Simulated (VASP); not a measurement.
# Si2Mo (I4/mmm) in VASP: a series of runs, part 2 of 2

VASP 6.6.1.

**3. Electric field gradients, PBE**

The input, INCAR:

```
PREC = Accurate
ENCUT = 400
EDIFF = 1E-8
ISMEAR = -1
SIGMA = 0.08
LREAL = False
LASPH = True
NELM = 120
ALGO = Normal
ISIF = 2
LWAVE = False
LCHARG = False
GGA = PE
LEFG = True
NBANDS = 18
GGA_COMPAT = False
```

The input, KPOINTS:

```
regular mesh
0
Gamma
  16 16 16
```

The input, POSCAR:

```
Si2Mo
1.0
   -1.6000000000      1.6000000000      3.9305000000
    1.6000000000     -1.6000000000      3.9305000000
    1.6000000000      1.6000000000     -3.9305000000
Si Mo
2 1
Direct
    0.3330000000      0.3330000000      0.0000000000
    0.6670000000      0.6670000000      0.0000000000
    0.0000000000      0.0000000000      0.0000000000
```

Potentials or basis: VASP PAW PBE potentials, release 64 (Si, Mo_sv).

The run is started by

```
> cat potpaw_PBE.64/Si/POTCAR potpaw_PBE.64/Mo_sv/POTCAR > POTCAR
> mpirun -np 1 vasp_std > vasp.out
```

OUTCAR:

```text
PREC = Accurate
   ENCUT = 400
   EDIFF = 1E-8
   ISMEAR = -1
   LREAL = False
   LASPH = True
   NELM = 120
   ISIF = 2
   GGA = PE

 ion  position               nearest neighbor table
   1  0.333  0.333  0.000-   2 2.61   2 2.61   2 2.61   2 2.61   3 2.62   3 2.62   3 2.62   3 2.62
                             3 2.62   2 2.63
   2  0.667  0.667  0.000-   1 2.61   1 2.61   1 2.61   1 2.61   3 2.62   3 2.62   3 2.62   3 2.62
                             3 2.62   1 2.63
   3  0.000  0.000  0.000-   2 2.62   1 2.62   2 2.62   1 2.62   2 2.62   1 2.62   1 2.62   2 2.62
                             1 2.62   2 2.62

  LATTYP: Found a body centered tetragonal cell.
 ALAT       =     3.2000000000
 C/A-ratio  =     2.4565625000

  Lattice vectors:

 A1 = (  -1.6000000000,   1.6000000000,   3.9305000000)
 A2 = (   1.6000000000,  -1.6000000000,   3.9305000000)
 A3 = (   1.6000000000,   1.6000000000,  -3.9305000000)

[... 706 lines left out ...]
     1.600000000  1.600000000 -3.930500000     0.312500000  0.312500000  0.000000000

 POSITION                                       TOTAL-FORCE (eV/Angst)
 -----------------------------------------------------------------------------------
      0.00000      0.00000      2.61771         0.000000      0.000000      0.275015
      0.00000      0.00000      5.24329        -0.000000     -0.000000     -0.275015
      0.00000      0.00000      0.00000        -0.000000     -0.000000     -0.000000
 -----------------------------------------------------------------------------------
    total drift:                               -0.000000      0.000000     -0.000000

  FREE ENERGIE OF THE ION-ELECTRON SYSTEM (eV)
  ---------------------------------------------------
  free  energy   TOTEN  =       -23.2526450848 eV

  energy  without entropy=      -23.2464783399  energy(sigma->0) =      -23.24956171

 Electric field gradients (V/A^2)
---------------------------------------------------------------------
 ion       V_xx      V_yy      V_zz      V_xy      V_xz      V_yz
---------------------------------------------------------------------
   1       5.920     5.920   -11.840    -0.000    -0.000    -0.000
   2       5.920     5.920   -11.840    -0.000    -0.000    -0.000
   3      28.846    28.846   -57.692    -0.002    -0.001    -0.001
---------------------------------------------------------------------

 Electric field gradients after diagonalization (V/A^2)
 (convention: |V_zz| > |V_xx| > |V_yy|)
----------------------------------------------------------------------
 ion       V_xx      V_yy      V_zz     asymmetry (V_yy - V_xx)/ V_zz
----------------------------------------------------------------------
   1       5.920     5.920   -11.840       0.000
   2       5.920     5.920   -11.840       0.000
   3      28.848    28.844   -57.692       0.000
----------------------------------------------------------------------

           NMR quadrupolar parameters

 Cq : quadrupolar parameter    Cq=e*Q*V_zz/h
 eta: asymmetry parameters     (V_yy - V_xx)/ V_zz
 Q  : nuclear electric quadrupole moment in mb (millibarn)
----------------------------------------------------------------------
 ion       Cq(MHz)       eta       Q (mb)
----------------------------------------------------------------------
   1      -0.029       0.000       1.000
   2      -0.029       0.000       1.000
   3      -0.139       0.000       1.000
----------------------------------------------------------------------
```

Wall time 4.7 min (1 thread of Oxide Virtual Turin-like, shared host); peak memory 0.26 GiB.

What came out:

| Quantity | Value |
| --- | --- |
| Free energy | -23.2526 eV |
| Pressure | 2.0 GPa |
| Largest force | 0.275 eV/Å |
| Band gap on the k mesh | zero (bands 11 and 12 overlap by 1.04 eV) |
| Largest electric field gradient by atom | Si -11.8; Mo -57.7 V/Å² |

Forces on the atoms (eV/Å):
```
Si   0.000  0.000  0.275
Si   0.000  0.000 -0.275
Mo   0.000  0.000  0.000
```

Levels at points of the mesh, in eV from the Fermi level:
```
           k point  band 9  band 10  band 11  band 12  band 13  band 14
(0.00, 0.00, 0.00)   -2.65    -2.65     0.42     3.08     3.12     3.64
(0.50, 0.00, 0.00)   -2.61    -2.50    -0.51     2.27     3.03     4.04
(0.50, 0.50, 0.00)   -4.49    -3.06    -1.13     2.33     2.72     3.01
(0.50, 0.50, 0.50)   -0.58    -0.58    -0.52    -0.52     0.55     4.62
```

Electric field gradients, principal values (V/Å²):
```
atom   least  middle  greatest (by size)
1 Si   5.920   5.920             -11.840
2 Si   5.920   5.920             -11.840
3 Mo  28.844  28.848             -57.692
```

Caveat: without QUAD_EFG the Cq values of the log hold for a quadrupole moment of 1 mb, not for the nuclei.

**4. Single point, PBE**

POSCAR is that of step 3.

The input, INCAR.step1:

```
SYSTEM = Si2Mo
  PREC = Accurate
  ENCUT = 400
  EDIFF = 1E-6
  ISMEAR = -1
  SIGMA = 0.08
  LREAL = .False.
  LASPH = .True.
  NELM = 120
  ALGO = Normal
  ISIF = 2
  LWAVE = .False.
  LCHARG = .True.
  LMAXMIX = 4
  GGA = PE
  NBANDS = 18
  GGA_COMPAT = .False.
  NEDOS = 2001
  LORBIT = 11
```

The input, KPOINTS.step1:

```
regular mesh
0
Gamma
  16 16 16
  0 0 0
```

The input, INCAR.step2:

```
SYSTEM = Si2Mo
  PREC = Accurate
  ENCUT = 400
  EDIFF = 1E-6
  ISMEAR = -5
  SIGMA = 0.08
  LREAL = .False.
  LASPH = .True.
  NELM = 120
  ALGO = Normal
  ISIF = 2
  LWAVE = .False.
  LCHARG = .False.
  LMAXMIX = 4
  GGA = PE
  LORBIT = 11
  NBANDS = 18
  NEDOS = 2001
  ICHARG = 11
  GGA_COMPAT = .False.
```

The input, KPOINTS.step2:

```
regular mesh
0
Gamma
  24 24 24
  0 0 0
```

Potentials or basis: VASP PAW PBE potentials, release 64 (Si, Mo_sv).

The run is started by

```
> cat potpaw_PBE.64/Si/POTCAR potpaw_PBE.64/Mo_sv/POTCAR > POTCAR
> cp INCAR.step1 INCAR
> cp KPOINTS.step1 KPOINTS
> mpirun -np 1 vasp_std > vasp.out
> cp INCAR.step2 INCAR
> cp KPOINTS.step2 KPOINTS
> mpirun -np 1 vasp_std > vasp.out
```

OUTCAR:

```text
SYSTEM = Si2Mo
   PREC = Accurate
   ENCUT = 400
   EDIFF = 1E-6
   ISMEAR = -5
   LREAL = .False.
   LASPH = .True.
   NELM = 120
   ISIF = 2
   GGA = PE
   LORBIT = 11
   ICHARG = 11

 ion  position               nearest neighbor table
   1  0.333  0.333  0.000-   2 2.61   2 2.61   2 2.61   2 2.61   3 2.62   3 2.62   3 2.62   3 2.62
                             3 2.62   2 2.63
   2  0.667  0.667  0.000-   1 2.61   1 2.61   1 2.61   1 2.61   3 2.62   3 2.62   3 2.62   3 2.62
                             3 2.62   1 2.63
   3  0.000  0.000  0.000-   2 2.62   1 2.62   2 2.62   1 2.62   2 2.62   1 2.62   1 2.62   2 2.62
                             1 2.62   2 2.62

[... 708 lines left out ...]
  in kB       24.7003408     24.7003408     12.8729543      0.0000000      0.0000000      0.0000000
  external PRESSURE =      20.7578786 kB  Pullay stress =       0.0000000 kB

 VOLUME and BASIS-vectors are now :
 -----------------------------------------------------------------------------
  energy-cutoff  :      400.00
  volume of cell :       40.25
      direct lattice vectors                 reciprocal lattice vectors
    -1.600000000  1.600000000  3.930500000     0.000000000  0.312500000  0.127210279
     1.600000000 -1.600000000  3.930500000     0.312500000  0.000000000  0.127210279
     1.600000000  1.600000000 -3.930500000     0.312500000  0.312500000  0.000000000

 POSITION                                       TOTAL-FORCE (eV/Angst)
 -----------------------------------------------------------------------------------
      0.00000      0.00000      2.61771        -0.000000     -0.000000      0.288234
      0.00000      0.00000      5.24329         0.000000      0.000000     -0.288234
      0.00000      0.00000      0.00000         0.000000      0.000000      0.000000
 -----------------------------------------------------------------------------------
    total drift:                                0.000000      0.000000      0.000000

  FREE ENERGIE OF THE ION-ELECTRON SYSTEM (eV)
  ---------------------------------------------------
  free  energy   TOTEN  =       -23.2497064404 eV

  energy  without entropy=      -23.2497064404  energy(sigma->0) =      -23.24970644

 total charge

# of ion       s       p       d       tot
------------------------------------------
    1        0.741   0.878   0.000   1.618
    2        0.741   0.878   0.000   1.618
    3        2.284   6.207   4.176  12.667
--------------------------------------------------
tot          3.766   7.963   4.176  15.904
```

OSZICAR.step1:

```text
N       E                     dE             d eps       ncg     rms          rms(c)
DAV:   1     0.963123202749E+02    0.96312E+02   -0.97465E+03 12708   0.951E+02
DAV:   2    -0.218156742121E+02   -0.11813E+03   -0.11571E+03 15200   0.263E+02
DAV:   3    -0.241550532814E+02   -0.23394E+01   -0.23225E+01 15550   0.332E+01
DAV:   4    -0.241665958229E+02   -0.11543E-01   -0.11536E-01 14934   0.264E+00
DAV:   5    -0.241666703209E+02   -0.74498E-04   -0.74495E-04 14668   0.210E-01    0.213E+01
DAV:   6    -0.234190914567E+02    0.74758E+00   -0.59320E+00 13226   0.157E+01    0.467E+00
DAV:   7    -0.232885683005E+02    0.13052E+00   -0.92174E-01 13052   0.569E+00    0.447E+00
DAV:   8    -0.232534374800E+02    0.35131E-01   -0.99599E-02 13612   0.231E+00    0.457E-01
DAV:   9    -0.232527115982E+02    0.72588E-03   -0.19001E-03 15136   0.342E-01    0.256E-01
DAV:  10    -0.232526615840E+02    0.50014E-04   -0.51632E-04 13996   0.190E-01    0.535E-02
DAV:  11    -0.232526487902E+02    0.12794E-04   -0.17517E-04 13656   0.981E-02    0.412E-02
DAV:  12    -0.232526458855E+02    0.29047E-05   -0.25849E-05 13412   0.356E-02    0.832E-03
DAV:  13    -0.232526452668E+02    0.61874E-06   -0.11501E-06  7342   0.902E-03
   1 F= -.23252645E+02 E0= -.23249562E+02  d E =-.616668E-02
```

It took 10 min on 1 thread of Oxide Virtual Turin-like, shared host; peak memory 0.58 GiB.

What came out:

```yaml
Valence_electrons_inside_the_program's_atomic_spheres: Si 1.62; Mo 12.67
```
